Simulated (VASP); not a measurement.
# Ge (P6_3/mmc) in VASP: single point with PBE

Aim: the single point of Ge with PBE.

All numbers are computed with VASP 6.6.1; they aren't measurements. Logs are shortened: lines on timing, memory, paths and dates and some standing lists are left out, and cuts for length are marked.

### 1 The cell of the first run

It takes space group P6_3/mmc (No. 194, hexagonal). Conventional cell: a = 4.076 Å, b = 4.076 Å, c = 6.729 Å, α = 90.00°, β = 90.00°, γ = 120.00°. Ge (site symmetry 3m) has 4 Ge at 2.50 to 2.52 Å within 3.3 Å.

### 2 Single point, PBE (volume scaled by 1.06)

Input file INCAR:

```
ALGO = Normal
EDIFF = 1E-6
ENCUT = 520
GGA = PE
ISIF = 2
ISMEAR = -1
LASPH = True
LCHARG = True
LELF = True
LREAL = False
LVHAR = True
LWAVE = False
NBANDS = 36
NELM = 100
PREC = Accurate
SIGMA = 0.05
```

Input file KPOINTS:

```
k-points
0
Gamma
  11 11 6
```

Input file POSCAR:

```
Ge
1.0
    4.0759897844      0.0000000000      0.0000000000
   -2.0379948922      3.5299106989      0.0000000000
    0.0000000000      0.0000000000      6.7288103778
Ge
4
Direct
    0.6666666667      0.3333333333      0.0629012500
    0.3333333333      0.6666666667      0.5629012500
    0.6666666667      0.3333333333      0.4370987500
    0.3333333333      0.6666666667      0.9370987500
```

Potentials or basis: VASP PAW PBE potentials, release 64 (Ge_d).

The run is started by

```bash
cat potpaw_PBE.64/Ge_d/POTCAR > POTCAR
mpirun -np 1 vasp_std > vasp.out
```

OUTCAR:

```text
EDIFF = 1E-6
   ENCUT = 520
   GGA = PE
   ISIF = 2
   ISMEAR = -1
   LASPH = True
   LREAL = False
   NELM = 100
   PREC = Accurate

 ion  position               nearest neighbor table
   1  0.667  0.333  0.063-   4 2.50   4 2.50   4 2.50   3 2.52
   2  0.333  0.667  0.563-   3 2.50   3 2.50   3 2.50   4 2.52
   3  0.667  0.333  0.437-   2 2.50   2 2.50   2 2.50   1 2.52
   4  0.333  0.667  0.937-   1 2.50   1 2.50   1 2.50   2 2.52

  LATTYP: Found a hexagonal cell.
 ALAT       =     4.0759897844
 C/A-ratio  =     1.6508408347

  Lattice vectors:

 A1 = (   4.0759897844,   0.0000000000,   0.0000000000)
 A2 = (  -2.0379948922,   3.5299106989,   0.0000000000)
 A3 = (   0.0000000000,   0.0000000000,   6.7288103778)

Analysis of symmetry for initial positions (statically):
=====================================================================
 Subroutine PRICEL returns:
 Original cell was already a primitive cell.

 Routine SETGRP: Setting up the symmetry group for a
 hexagonal supercell.

 Subroutine GETGRP returns: Found 24 space group operations
 (whereof 12 operations were pure point group operations)
 out of a pool of 24 trial point group operations.

The static configuration has the point symmetry D_3d.
 The point group associated with its full space group is D_6h.

Analysis of symmetry for dynamics (positions and initial velocities):
=====================================================================
 Subroutine PRICEL returns:
 Original cell was already a primitive cell.

 Routine SETGRP: Setting up the symmetry group for a
 hexagonal supercell.

 Subroutine GETGRP returns: Found 24 space group operations
 (whereof 12 operations were pure point group operations)
 out of a pool of 24 trial point group operations.

The dynamic configuration has the point symmetry D_3d.
 The point group associated with its full space group is D_6h.

 Subroutine INISYM returns: Found 24 space group operations
 (whereof 12 operations are pure point group operations),
 and found     1 'primitive' translations

----------------------------------------------------------------------------------------

                                     Primitive cell

  volume of cell :      96.8133

  direct lattice vectors                    reciprocal lattice vectors
     4.075989784  0.000000000  0.000000000     0.245339182  0.141646643  0.000000000
    -2.037994892  3.529910699  0.000000000     0.000000000  0.283293286  0.000000000
     0.000000000  0.000000000  6.728810378     0.000000000  0.000000000  0.148614680

  length of vectors
     4.075989784  4.075989784  6.728810378     0.283293286  0.283293286  0.148614680

  position of ions in fractional coordinates (direct lattice)
     0.666666667  0.333333333  0.062901250
     0.333333333  0.666666667  0.562901250
     0.666666667  0.333333333  0.437098750
     0.333333333  0.666666667  0.937098750

  ion indices of the primitive-cell ions
   primitive index   ion index
                 1           1
                 2           2
                 3           3
                 4           4

----------------------------------------------------------------------------------------

 KPOINTS: k-points

Automatic generation of k-mesh.
 Grid dimensions read from file:
 generate k-points for:   11   11    6

 Generating k-lattice:

  Cartesian coordinates                     Fractional coordinates (reciprocal lattice)
     0.022303562  0.012876968  0.000000000     0.090909091  0.000000000  0.000000000
     0.000000000  0.025753935  0.000000000     0.000000000  0.090909091  0.000000000
     0.000000000  0.000000000  0.024769113     0.000000000  0.000000000  0.166666667

  Length of vectors
     0.025753935  0.025753935  0.024769113

  Shift w.r.t. Gamma in fractional coordinates (k-lattice)
     0.000000000  0.000000000  0.000000000

 Subroutine IBZKPT returns following result:
 ===========================================

 Found     64 irreducible k-points:

 Following reciprocal coordinates:
            Coordinates               Weight
  0.000000  0.000000  0.000000      1.000000
  0.090909 -0.000000  0.000000      6.000000
  0.181818 -0.000000  0.000000      6.000000
  0.272727  0.000000  0.000000      6.000000
  0.363636 -0.000000  0.000000      6.000000
  0.454545 -0.000000  0.000000      6.000000
[... 16 lines left out ...]
  0.090909  0.090909  0.166667     12.000000
  0.181818  0.090909  0.166667     24.000000
 [... further k-points ...]
   k-points           NKPTS =     64   k-points in BZ     NKDIM =     64   number of bands    NBANDS=     36
   number of dos      NEDOS =    301   number of ions     NIONS =      4
   total plane-waves  NPLWV =  45000
   dimension x,y,z NGX =    30 NGY =   30 NGZ =   50
   dimension x,y,z NGXF=    60 NGYF=   60 NGZF=  100
   ions per type =               4
   NGX,Y,Z   is equivalent  to a cutoff of  12.24, 12.24, 12.35 a.u.
   NGXF,Y,Z  is equivalent  to a cutoff of  24.47, 24.47, 24.71 a.u.
 SYSTEM =  unknown system
   PREC   = accura    normal or accurate (medium, high low for compatibility)
   ISTART =      0    job   : 0-new  1-cont  2-samecut
   ICHARG =      2    charge: 1-file 2-atom 10-const
   ISPIN  =      1    spin polarized calculation?
   LNONCOLLINEAR =      F non collinear calculations
   LSORBIT =      F    spin-orbit coupling
   LASPH  =      T    aspherical Exc in radial PAW
   ENCUT  =  520.0 eV  38.22 Ry    6.18 a.u.   7.58  7.58 12.51*2*pi/ulx,y,z
   NELM   =    100;   NELMIN=  2; NELMDL= -5     # of ELM steps
   EDIFF  = 0.1E-05   stopping-criterion for ELM
   LREAL  =      F    real-space projection
   EDIFFG = 0.1E-04   stopping-criterion for IOM
   NSW    =      0    number of steps for IOM
   IBRION =     -1    ionic relax: 0-MD 1-quasi-New 2-CG
   NFREE  =      0    steps in history (QN), initial steepest desc. (CG)
   ISIF   =      2    stress and relaxation
   ISYM   =      2    0-nonsym 1-usesym 2-fastsym
   POTIM  = 0.5000    time-step for ionic-motion
   TEBEG  =    0.0;   TEEND  =   0.0 temperature during run
   PSTRESS=    0.0 pullay stress
   NELECT =      56.0000    total number of electrons
   NUPDOWN=      -1.0000    fix difference up-down
   EMIN   =  10.00;   EMAX   =-10.00  energy-range for DOS
   EFERMI =   0.00;   METHOD = LEGACY
   ISMEAR =    -1;   SIGMA  =   0.05  broadening in eV -4-tet -1-fermi 0-gaus
   EFERMI_NEDOS =   21; number of points for ismear=-14 and -15
   IALGO  =     38    algorithm
   IMIX   =      4    mixing-type and parameters
     AMIX     =   0.40;   BMIX     =  1.00
     AMIX_MAG =   1.60;   BMIX_MAG =  1.00
  volume/ion in A,a.u.               =      24.20       163.33
  Fermi-wavevector in a.u.,A,eV,Ry     =   1.364036  2.577654 25.314918  1.860594
  Thomas-Fermi vector in A             =   2.490387
   LORBIT       =      0    0 simple, 1 ext, 2 COOP (PROOUT), +10 PAW based schemes
   GGA     = PE    functional components
   LHFCALC =     F    Hartree Fock is set to
   AEXX    =    0.0000 exact exchange contribution
   IVDW    =     0    specifies the selected vdW correction
   LEPSILON=     F    determine dielectric tensor
   LRPA    =     F    only Hartree local field effects (RPA)
 non-spin polarized calculation
  energy-cutoff  :      520.00
  volume of cell :       96.81
 maximum number of plane-waves:      2631
   NGX = 15   NGY = 15   NGZ = 25

 number of electron      55.9999962 magnetization

 Free energy of the ion-electron system (eV)
  ---------------------------------------------------
  ext. energy  EPLUGINS =         0.00000000
  ---------------------------------------------------
  free energy    TOTEN  =       -17.99904580 eV

  energy without entropy =      -17.99786593  energy(sigma->0) =      -17.99845587

 E-fermi :   4.4135     XC(G=0):  -9.6066

 val. band max:        4.3563117058   @ k =   0.0000   0.0000   0.1667
 cond. band min:       4.5185265797   @ k =   0.0000   0.0000   0.0000
 fundamental gap:      0.1622148739
 Fermi energy:         4.4134995824

 k-point     1 :       0.0000    0.0000    0.0000
  band No.  band energies     occupation
      1     -20.4007      2.00000
      2     -20.4007      2.00000
      3     -20.3684      2.00000
      4     -20.3684      2.00000
      5     -20.3679      2.00000
      6     -20.3563      2.00000
[... 28 lines left out ...]
     35       8.8488      0.00000
     36      10.4628      0.00000

 k-point     2 :       0.0909   -0.0000    0.0000
  band No.  band energies     occupation
      1     -20.4053      2.00000
      2     -20.4022      2.00000
      3     -20.3724      2.00000
      4     -20.3709      2.00000
      5     -20.3683      2.00000
      6     -20.3505      2.00000
[... 28 lines left out ...]
     35       9.1902      0.00000
     36      10.9065      0.00000

 k-point     3 :       0.1818   -0.0000    0.0000
  band No.  band energies     occupation
      1     -20.4126      2.00000
      2     -20.4051      2.00000
      3     -20.3806      2.00000
      4     -20.3763      2.00000
      5     -20.3670      2.00000
      6     -20.3421      2.00000
[... 28 lines left out ...]
     35      10.0651      0.00000
     36      10.1288      0.00000

 k-point     4 :       0.2727    0.0000    0.0000
  band No.  band energies     occupation
      1     -20.4168      2.00000
      2     -20.4075      2.00000
      3     -20.3892      2.00000
      4     -20.3814      2.00000
      5     -20.3626      2.00000
      6     -20.3358      2.00000
[... 28 lines left out ...]
     35      10.7182      0.00000
     36      11.2242      0.00000

 k-point     5 :       0.3636   -0.0000    0.0000
  band No.  band energies     occupation
      1     -20.4167      2.00000
      2     -20.4087      2.00000
      3     -20.3972      2.00000
      4     -20.3849      2.00000
      5     -20.3550      2.00000
      6     -20.3319      2.00000
[... 655 lines left out ...]
 k-point    22 :       0.4545   -0.0000    0.1667
  band No.  band energies     occupation
      1     -20.4108      2.00000
      2     -20.4078      2.00000
      3     -20.4011      2.00000
      4     -20.3884      2.00000
      5     -20.3496      2.00000
      6     -20.3300      2.00000
[... 28 lines left out ...]
     35      12.7216      0.00000
     36      12.7847      0.00000

 k-point    23 :       0.0909    0.0909    0.1667
  band No.  band energies     occupation
      1     -20.4082      2.00000
      2     -20.4036      2.00000
      3     -20.3784      2.00000
      4     -20.3768      2.00000
      5     -20.3693      2.00000
      6     -20.3464      2.00000
[... 28 lines left out ...]
     35       9.8142      0.00000
     36      10.8688      0.00000

 k-point    24 :       0.1818    0.0909    0.1667
  band No.  band energies     occupation
      1     -20.4126      2.00000
      2     -20.4073      2.00000
      3     -20.3844      2.00000
      4     -20.3836      2.00000
      5     -20.3648      2.00000
      6     -20.3393      2.00000
[... 28 lines left out ...]
     35      10.5295      0.00000
     36      11.0229      0.00000

 [... further k-points ...]
[... 5 lines left out ...]
  --------------------------------------------------------------------------------------
  -------------------------------------------------------------------------------------
  Total       -0.5187630     -0.5187630     -0.5912531      0.0000000      0.0000000      0.0000000
  in kB       -8.5850820     -8.5850820     -9.7847312      0.0000000      0.0000000      0.0000000
  external PRESSURE =      -8.9849651 kB  Pullay stress =       0.0000000 kB

 VOLUME and BASIS-vectors are now :
 -----------------------------------------------------------------------------
  energy-cutoff  :      520.00
  volume of cell :       96.81
      direct lattice vectors                 reciprocal lattice vectors
     4.075989784  0.000000000  0.000000000     0.245339182  0.141646643  0.000000000
    -2.037994892  3.529910699  0.000000000     0.000000000  0.283293286  0.000000000
     0.000000000  0.000000000  6.728810378     0.000000000  0.000000000  0.148614680

 POSITION                                       TOTAL-FORCE (eV/Angst)
 -----------------------------------------------------------------------------------
      2.03799      1.17664      0.42325        -0.000000     -0.000000     -0.012511
     -0.00000      2.35327      3.78766         0.000000      0.000000     -0.012511
      2.03799      1.17664      2.94115         0.000000      0.000000      0.012511
     -0.00000      2.35327      6.30556        -0.000000      0.000000      0.012511
 -----------------------------------------------------------------------------------
    total drift:                               -0.000000      0.000000     -0.000000

  FREE ENERGIE OF THE ION-ELECTRON SYSTEM (eV)
  ---------------------------------------------------
  free  energy   TOTEN  =       -17.9990457995 eV

  energy  without entropy=      -17.9978659350  energy(sigma->0) =      -17.99845587
```

It took 4.5 min on 1 thread of AMD EPYC 7R13, shared host; peak memory 0.27 GiB.

Results:

```
Free energy            : -17.9990 eV
Pressure               : -0.9 GPa
Largest force          : 0.013 eV/Å
Band gap on the k mesh : zero (filled and empty bands touch)
```

Forces on the atoms (eV/Å):
```
Ge   0.000  0.000 -0.013
Ge   0.000  0.000 -0.013
Ge   0.000  0.000  0.013
Ge   0.000  0.000  0.013
```
